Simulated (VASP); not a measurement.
# CuAu (P4/mmm) in VASP: a series of runs

CuAu is run at these levels: LDA; tasks: single point.

Everything below comes from runs of VASP 6.6.1. Logs are shortened: lines on timing, memory, paths and dates and some standing lists are left out, and cuts for length are marked.

## Step 1: The cell of the first run

The structure is tetragonal, space group P4/mmm (No. 123). The conventional cell has a = 2.811 Å, b = 2.811 Å, c = 3.685 Å, α = 90.00°, β = 90.00°, γ = 90.00°. Cu (site symmetry 4/mmm) has 8 Au at 2.71 Å and 6 Cu at 2.81 to 3.69 Å within 3.7 Å. Within 3.7 Å of Au (site symmetry 4/mmm) lie 8 Cu at 2.71 Å and 6 Au at 2.81 to 3.69 Å.

## Step 2: Single point, LDA, collinear spin

Contents of INCAR:

```
ALGO     = Normal         # electronic algorithm
EDIFF    = 1E-6           # SCF threshold, eV
ENCUT    = 520            # plane-wave cutoff, eV
ISIF     = 2              # what is computed and relaxed
ISMEAR   = -1             # smearing method
ISPIN    = 2              # spin polarisation
LASPH    = T              # aspherical terms in the spheres
LCHARG   = F              # write CHGCAR
LMAXMIX  = 4              # l up to which the mixer works
LORBIT   = 11             # projections on sites
LREAL    = F              # projectors in reciprocal space
LWAVE    = F              # write WAVECAR
MAGMOM   = 0.05 0         # initial moments
NBANDS   = 22             # bands
NELM     = 150            # most SCF steps
NUPDOWN  = 0.05           # fixed moment
PREC     = Accurate       # precision mode
SIGMA    = 0.08           # smearing width, eV
```

Contents of KPOINTS:

```
k-points
0
Gamma
  12 12 9
```

Contents of POSCAR:

```
CuAu
1.0
    2.8107494552      0.0000000000      0.0000000000
    0.0000000000      2.8107494552      0.0000000000
    0.0000000000      0.0000000000      3.6850000000
Cu Au
1 1
Direct
    0.5000000000      0.5000000000      0.5000000000
    0.0000000000      0.0000000000      0.0000000000
```

Potentials or basis: VASP PAW LDA potentials, release 64 (Cu, Au).

Command:

```
$ cat potpaw_LDA.64/Cu/POTCAR potpaw_LDA.64/Au/POTCAR > POTCAR
$ mpirun -np 1 vasp_std > vasp.out
```

OUTCAR:

```text
EDIFF = 1E-6
   ENCUT = 520
   ISIF = 2
   ISMEAR = -1
   ISPIN = 2
   LASPH = T
   LORBIT = 11
   LREAL = F
   NELM = 150
   NUPDOWN = 0.05
   PREC = Accurate

 ion  position               nearest neighbor table
   1  0.500  0.500  0.500-   2 2.71   2 2.71   2 2.71   2 2.71   2 2.71   2 2.71   2 2.71   2 2.71

   2  0.000  0.000  0.000-   1 2.71   1 2.71   1 2.71   1 2.71   1 2.71   1 2.71   1 2.71   1 2.71

  LATTYP: Found a simple tetragonal cell.
 ALAT       =     2.8107494552
 C/A-ratio  =     1.3110382333

  Lattice vectors:

 A1 = (   2.8107494552,   0.0000000000,   0.0000000000)
 A2 = (   0.0000000000,   2.8107494552,   0.0000000000)
 A3 = (   0.0000000000,   0.0000000000,   3.6850000000)

Analysis of symmetry for initial positions (statically):
=====================================================================
 Subroutine PRICEL returns:
 Original cell was already a primitive cell.

 Routine SETGRP: Setting up the symmetry group for a
 simple tetragonal supercell.

 Subroutine GETGRP returns: Found 16 space group operations
 (whereof 16 operations were pure point group operations)
 out of a pool of 16 trial point group operations.

The static configuration has the point symmetry D_4h.

Analysis of symmetry for dynamics (positions and initial velocities):
=====================================================================
 Subroutine PRICEL returns:
 Original cell was already a primitive cell.

 Routine SETGRP: Setting up the symmetry group for a
 simple tetragonal supercell.

 Subroutine GETGRP returns: Found 16 space group operations
 (whereof 16 operations were pure point group operations)
 out of a pool of 16 trial point group operations.

The dynamic configuration has the point symmetry D_4h.

Analysis of structural, dynamic, and magnetic symmetry:
=====================================================================
 Subroutine PRICEL returns:
 Original cell was already a primitive cell.

 Routine SETGRP: Setting up the symmetry group for a
 simple tetragonal supercell.

 Subroutine GETGRP returns: Found 16 space group operations
 (whereof 16 operations were pure point group operations)
 out of a pool of 16 trial point group operations.

The overall configuration has the point symmetry D_4h.

 Subroutine INISYM returns: Found 16 space group operations
 (whereof 16 operations are pure point group operations),
 and found     1 'primitive' translations

----------------------------------------------------------------------------------------

                                     Primitive cell

  volume of cell :      29.1127

  direct lattice vectors                    reciprocal lattice vectors
     2.810749455  0.000000000  0.000000000     0.355776997  0.000000000  0.000000000
     0.000000000  2.810749455  0.000000000     0.000000000  0.355776997  0.000000000
     0.000000000  0.000000000  3.685000000     0.000000000  0.000000000  0.271370421

  length of vectors
     2.810749455  2.810749455  3.685000000     0.355776997  0.355776997  0.271370421

  position of ions in fractional coordinates (direct lattice)
     0.500000000  0.500000000  0.500000000
     0.000000000  0.000000000  0.000000000

  ion indices of the primitive-cell ions
   primitive index   ion index
                 1           1
                 2           2

----------------------------------------------------------------------------------------

 KPOINTS: k-points

Automatic generation of k-mesh.
 Grid dimensions read from file:
 generate k-points for:   12   12    9

 Generating k-lattice:

  Cartesian coordinates                     Fractional coordinates (reciprocal lattice)
     0.029648083  0.000000000  0.000000000     0.083333333  0.000000000  0.000000000
     0.000000000  0.029648083  0.000000000     0.000000000  0.083333333  0.000000000
     0.000000000  0.000000000  0.030152269     0.000000000  0.000000000  0.111111111

  Length of vectors
     0.029648083  0.029648083  0.030152269

  Shift w.r.t. Gamma in fractional coordinates (k-lattice)
     0.000000000  0.000000000  0.000000000

 Subroutine IBZKPT returns following result:
 ===========================================

 Found    140 irreducible k-points:

 Following reciprocal coordinates:
            Coordinates               Weight
  0.000000  0.000000  0.000000      1.000000
  0.083333  0.000000  0.000000      4.000000
  0.166667  0.000000  0.000000      4.000000
  0.250000  0.000000  0.000000      4.000000
  0.333333  0.000000  0.000000      4.000000
  0.416667  0.000000  0.000000      4.000000
[... 16 lines left out ...]
  0.333333  0.333333  0.000000      4.000000
  0.416667  0.333333  0.000000      8.000000
 [... further k-points ...]
   k-points           NKPTS =    140   k-points in BZ     NKDIM =    140   number of bands    NBANDS=     22
   number of dos      NEDOS =    301   number of ions     NIONS =      2
   total plane-waves  NPLWV =  16128
   dimension x,y,z NGX =    24 NGY =   24 NGZ =   28
   dimension x,y,z NGXF=    48 NGYF=   48 NGZF=   56
   ions per type =               1   1
   NGX,Y,Z   is equivalent  to a cutoff of  14.20, 14.20, 12.63 a.u.
   NGXF,Y,Z  is equivalent  to a cutoff of  28.39, 28.39, 25.26 a.u.
 SYSTEM =  unknown system
   PREC   = accura    normal or accurate (medium, high low for compatibility)
   ISTART =      0    job   : 0-new  1-cont  2-samecut
   ICHARG =      2    charge: 1-file 2-atom 10-const
   ISPIN  =      2    spin polarized calculation?
   LNONCOLLINEAR =      F non collinear calculations
   LSORBIT =      F    spin-orbit coupling
   LASPH  =      T    aspherical Exc in radial PAW
   ENCUT  =  520.0 eV  38.22 Ry    6.18 a.u.   5.23  5.23  6.85*2*pi/ulx,y,z
   NELM   =    150;   NELMIN=  2; NELMDL= -5     # of ELM steps
   EDIFF  = 0.1E-05   stopping-criterion for ELM
   LREAL  =      F    real-space projection
   EDIFFG = 0.1E-04   stopping-criterion for IOM
   NSW    =      0    number of steps for IOM
   IBRION =     -1    ionic relax: 0-MD 1-quasi-New 2-CG
   NFREE  =      0    steps in history (QN), initial steepest desc. (CG)
   ISIF   =      2    stress and relaxation
   ISYM   =      2    0-nonsym 1-usesym 2-fastsym
   POTIM  = 0.5000    time-step for ionic-motion
   TEBEG  =    0.0;   TEEND  =   0.0 temperature during run
   PSTRESS=    0.0 pullay stress
   NELECT =      22.0000    total number of electrons
   NUPDOWN=       0.0500    fix difference up-down
   EMIN   =  10.00;   EMAX   =-10.00  energy-range for DOS
   EFERMI =   0.00;   METHOD = LEGACY
   ISMEAR =    -1;   SIGMA  =   0.08  broadening in eV -4-tet -1-fermi 0-gaus
   EFERMI_NEDOS =   21; number of points for ismear=-14 and -15
   IALGO  =     38    algorithm
   IMIX   =      4    mixing-type and parameters
     AMIX     =   0.40;   BMIX     =  1.00
     AMIX_MAG =   1.60;   BMIX_MAG =  1.00
  volume/ion in A,a.u.               =      14.56        98.23
  Fermi-wavevector in a.u.,A,eV,Ry     =   1.491152  2.817868 30.253005  2.223533
  Thomas-Fermi vector in A             =   2.603843
   LORBIT       =     11    0 simple, 1 ext, 2 COOP (PROOUT), +10 PAW based schemes
   GGA     = CA    functional components
   LHFCALC =     F    Hartree Fock is set to
   AEXX    =    0.0000 exact exchange contribution
   IVDW    =     0    specifies the selected vdW correction
   LEPSILON=     F    determine dielectric tensor
   LRPA    =     F    only Hartree local field effects (RPA)
 spin polarized calculation
  energy-cutoff  :      520.00
  volume of cell :       29.11
 maximum number of plane-waves:       800
 NGX is ok and might be reduce to    24
   NGX = 11   NGY = 11   NGZ = 13

 number of electron      22.0000010 magnetization       0.0500000

 Free energy of the ion-electron system (eV)
  ---------------------------------------------------
  ext. energy  EPLUGINS =         0.00000000
  ---------------------------------------------------
  free energy    TOTEN  =        -9.22691205 eV

  energy without entropy =       -9.21261820  energy(sigma->0) =       -9.21976512

 E-fermi :   8.4078     XC(G=0): -12.9729

 val. band max:        8.4811343015   @ k =   0.5000   0.1667   0.0000
 cond. band min:       8.4090642768   @ k =   0.5000   0.0833   0.0000
 fundamental gap:     -0.0720700247
 Fermi energy:         8.5318205707

 spin component 1

 k-point     1 :       0.0000    0.0000    0.0000
  band No.  band energies     occupation
      1      -1.2898      1.00000
      2       1.8854      1.00000
      3       2.0556      1.00000
      4       4.4308      1.00000
      5       4.4308      1.00000
      6       5.5105      1.00000
[... 14 lines left out ...]
     21      30.3830      0.00000
     22      35.1003      0.00000

 k-point     2 :       0.0833    0.0000    0.0000
  band No.  band energies     occupation
      1      -1.1278      1.00000
      2       1.9674      1.00000
      3       2.1482      1.00000
      4       4.3345      1.00000
      5       4.4691      1.00000
      6       5.4419      1.00000
[... 14 lines left out ...]
     21      29.8702      0.00000
     22      34.9660      0.00000

 k-point     3 :       0.1667    0.0000    0.0000
  band No.  band energies     occupation
      1      -0.6627      1.00000
      2       2.1436      1.00000
      3       2.4727      1.00000
      4       4.0630      1.00000
      5       4.5799      1.00000
      6       5.2482      1.00000
[... 14 lines left out ...]
     21      30.2872      0.00000
     22      32.5738      0.00000
[... 476 lines left out ...]
 k-point    23 :       0.3333    0.3333    0.0000
  band No.  band energies     occupation
      1       1.8971      1.00000
      2       2.8396      1.00000
      3       3.0678      1.00000
      4       3.1738      1.00000
      5       4.6487      1.00000
      6       5.4184      1.00000
[... 14 lines left out ...]
     21      31.1143      0.00000
     22      31.7792      0.00000

 k-point    24 :       0.4167    0.3333    0.0000
  band No.  band energies     occupation
      1       1.8269      1.00000
      2       2.8346      1.00000
      3       2.8682      1.00000
      4       3.0750      1.00000
      5       5.0431      1.00000
      6       6.1699      1.00000
[... 14 lines left out ...]
     21      30.0007      0.00000
     22      30.1005      0.00000

 [... further k-points ...]

 spin component 2

 k-point     1 :       0.0000    0.0000    0.0000
  band No.  band energies     occupation
      1      -1.2759      1.00000
      2       1.9001      1.00000
      3       2.0684      1.00000
      4       4.4428      1.00000
      5       4.4428      1.00000
      6       5.5227      1.00000
[... 14 lines left out ...]
     21      30.3957      0.00000
     22      35.1156      0.00000

 k-point     2 :       0.0833    0.0000    0.0000
  band No.  band energies     occupation
      1      -1.1139      1.00000
      2       1.9820      1.00000
      3       2.1611      1.00000
      4       4.3464      1.00000
      5       4.4810      1.00000
      6       5.4540      1.00000
[... 14 lines left out ...]
     21      29.8829      0.00000
     22      34.9805      0.00000

 k-point     3 :       0.1667    0.0000    0.0000
  band No.  band energies     occupation
      1      -0.6489      1.00000
      2       2.1577      1.00000
      3       2.4860      1.00000
      4       4.0747      1.00000
      5       4.5918      1.00000
      6       5.2602      1.00000
[... 14 lines left out ...]
     21      30.3019      0.00000
     22      32.5883      0.00000
[... 476 lines left out ...]
 k-point    23 :       0.3333    0.3333    0.0000
  band No.  band energies     occupation
      1       1.9097      1.00000
      2       2.8524      1.00000
      3       3.0800      1.00000
      4       3.1857      1.00000
      5       4.6632      1.00000
      6       5.4317      1.00000
[... 14 lines left out ...]
     21      31.1280      0.00000
     22      31.7938      0.00000

 k-point    24 :       0.4167    0.3333    0.0000
  band No.  band energies     occupation
      1       1.8392      1.00000
      2       2.8466      1.00000
      3       2.8812      1.00000
      4       3.0871      1.00000
      5       5.0576      1.00000
      6       6.1828      1.00000
[... 14 lines left out ...]
     21      30.0145      0.00000
     22      30.1151      0.00000

 [... further k-points ...]

------------------------ aborting loop because EDIFF is reached ----------------------------------------

  FORCE on cell =-STRESS in cart. coord.  units (eV):
  Direction    XX          YY          ZZ          XY          YZ          ZX
  --------------------------------------------------------------------------------------
  -------------------------------------------------------------------------------------
  Total       -1.4811374     -1.4811374     -1.6648523      0.0000000     -0.0000000      0.0000000
  in kB      -81.5124904    -81.5124904    -91.6230059      0.0000000     -0.0000000      0.0000000
  external PRESSURE =     -84.8826623 kB  Pullay stress =       0.0000000 kB

 VOLUME and BASIS-vectors are now :
 -----------------------------------------------------------------------------
  energy-cutoff  :      520.00
  volume of cell :       29.11
      direct lattice vectors                 reciprocal lattice vectors
     2.810749455  0.000000000  0.000000000     0.355776997  0.000000000  0.000000000
     0.000000000  2.810749455  0.000000000     0.000000000  0.355776997  0.000000000
     0.000000000  0.000000000  3.685000000     0.000000000  0.000000000  0.271370421

 POSITION                                       TOTAL-FORCE (eV/Angst)
 -----------------------------------------------------------------------------------
      1.40537      1.40537      1.84250         0.000000      0.000000      0.000000
      0.00000      0.00000      0.00000         0.000000      0.000000      0.000000
 -----------------------------------------------------------------------------------
    total drift:                                0.000000      0.000000     -0.000000

  FREE ENERGIE OF THE ION-ELECTRON SYSTEM (eV)
  ---------------------------------------------------
  free  energy   TOTEN  =        -9.2269120457 eV

  energy  without entropy=       -9.2126182012  energy(sigma->0) =       -9.21976512

 total charge

# of ion       s       p       d       tot
------------------------------------------
    1        0.384   0.320   9.227   9.931
    2        0.611   0.422   8.693   9.725
--------------------------------------------------
tot          0.995   0.742  17.919  19.656

 magnetization (x)

# of ion       s       p       d       tot
------------------------------------------
    1        0.002   0.004   0.012   0.017
    2        0.004   0.005   0.014   0.023
--------------------------------------------------
tot          0.006   0.009   0.025   0.040
```

Run time: 1.7 min. Hardware: 1 thread of AMD EPYC 9R45 (Zen 5), shared host; peak memory 0.21 GiB.

Results:

| Quantity | Value |
| --- | --- |
| Free energy | -9.2269 eV |
| Pressure | -8.5 GPa |
| Net moment | 0.05 μB per cell |
| Site moments | Cu +0.02; Au +0.02 μB |
| Valence electrons inside the program's atomic spheres | Cu 9.93; Au 9.72 |

Caveat: the cell stands under tension; spin-orbit coupling is left out, which moves the levels of the heavy elements; the total moment is fixed, so each spin has its own Fermi level.

## Step 3: Single point, LDA, collinear spin

Contents of INCAR:

```
SYSTEM = CuAu
  PREC = Accurate
  ENCUT = 520
  EDIFF = 1E-7
  ISMEAR = -1
  SIGMA = 0.08
  LREAL = .False.
  LASPH = .True.
  NELM = 150
  ALGO = Normal
  ISIF = 2
  LWAVE = .False.
  LCHARG = .False.
  ISPIN = 2
  MAGMOM = 0.05 0
  LORBIT = 11
  NUPDOWN = 0.05
  LMAXMIX = 4
  NBANDS = 22
```

Contents of KPOINTS:

```
Automatic mesh
0
Gamma
  12 12 9
  0 0 0
```

POSCAR is that of step 2.

Potentials or basis: VASP PAW LDA potentials, release 64 (Cu, Au).

Command:

```
$ cat potpaw_LDA.64/Cu/POTCAR potpaw_LDA.64/Au/POTCAR > POTCAR
$ mpirun -np 1 vasp_std > vasp.out
```

Run time: 1.7 min. Hardware: 1 thread of AMD EPYC 9R45 (Zen 5), shared host; peak memory 0.22 GiB.

The run converged. Its results:

```yaml
Free_energy: -9.2269 eV
Pressure: -8.5 GPa
Net_moment: 0.05 μB per cell
Site_moments: Cu +0.02; Au +0.02 μB
Valence_electrons_inside_the_program's_atomic_spheres: Cu 9.93; Au 9.72
```

Stress tensor (GPa, compression positive):
```
-8.15  0.00  0.00
 0.00 -8.15  0.00
 0.00  0.00 -9.16
```

Caveat: the cell stands under tension; spin-orbit coupling is left out, which moves the levels of the heavy elements; the total moment is fixed, so each spin has its own Fermi level.
